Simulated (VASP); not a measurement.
C:

```
C
1.0
     1.52547    0.88073    2.82879
    -1.52547    0.88073    2.82879
     0.00000   -1.76146    2.82879
C
2
Direct
  0.22754 0.22754 0.22754
  0.77246 0.77246 0.77246
```

| Quantity | Value |
| --- | --- |
| Program | VASP 6.6.1 |
| Task | relaxation of cell and atoms |
| Functional | r2SCAN |
| Potentials or basis | VASP PAW PBE potentials, release 64 (C) |
| Cutoff | 600 eV |
| k mesh | 6 × 6 × 6 |
| Occupations | gaussian, width 0.1 eV |
| Spin | no spin polarisation |

At the start: pressure -51.0 GPa; volume 11.40 Å³/atom.

Question: Where does the relaxation end?

Answer: Over 15 steps the energy falls by 4153.9 meV/atom and the volume is 5.65 Å³/atom (-50.4 %); space group Fd-3m (No. 227, to 0.05 Å).

Step by step:
| step | energy change (eV) | largest force (eV/Å) | pressure (GPa) | volume (Å³) |
| --- | --- | --- | --- | --- |
| 1 | 0.0000 | 4.1102 | -51.05 | 22.80 |
| 2 | -5.4250 | 6.4077 | -13.57 | 12.79 |
| 3 | -5.6757 | 4.6637 | 80.53 | 10.64 |
| 4 | -5.7438 | 5.1338 | 51.20 | 11.13 |
| 5 | -7.0628 | 1.0410 | 103.04 | 10.44 |
| 6 | -7.0932 | 2.3802 | 97.72 | 10.40 |
| 7 | -7.2020 | 1.8289 | 87.83 | 10.32 |
| 8 | -6.1011 | 14.0360 | 1.47 | 12.43 |
| 9 | -7.9235 | 2.1013 | 7.71 | 11.18 |
| 10 | -8.2880 | 1.1276 | -3.50 | 11.40 |
| 11 | -8.2976 | 0.6819 | -2.34 | 11.37 |
| 12 | -8.3055 | 0.3794 | -0.46 | 11.32 |
| 13 | -8.3077 | 0.0246 | -1.21 | 11.33 |
| 14 | -8.3077 | 0.0405 | -1.19 | 11.33 |
| 15 | -8.3078 | 0.0073 | 0.10 | 11.30 |

Final structure:
```yaml
crystal:
  lattice:
    - [1.25960, 0.72723, 2.05604]
    - [-1.25960, 0.72723, 2.05604]
    - [0.00000, -1.45446, 2.05604]
  atoms:
    - { symbol: C, position: [0.12499, 0.12499, 0.12499] }
    - { symbol: C, position: [0.87501, 0.87501, 0.87501] }
```

Caveat: the volume moved by over 15 % at a fixed basis, so the end points are rough; the PAW data sets were made with another functional, which shifts forces and pressure a little.
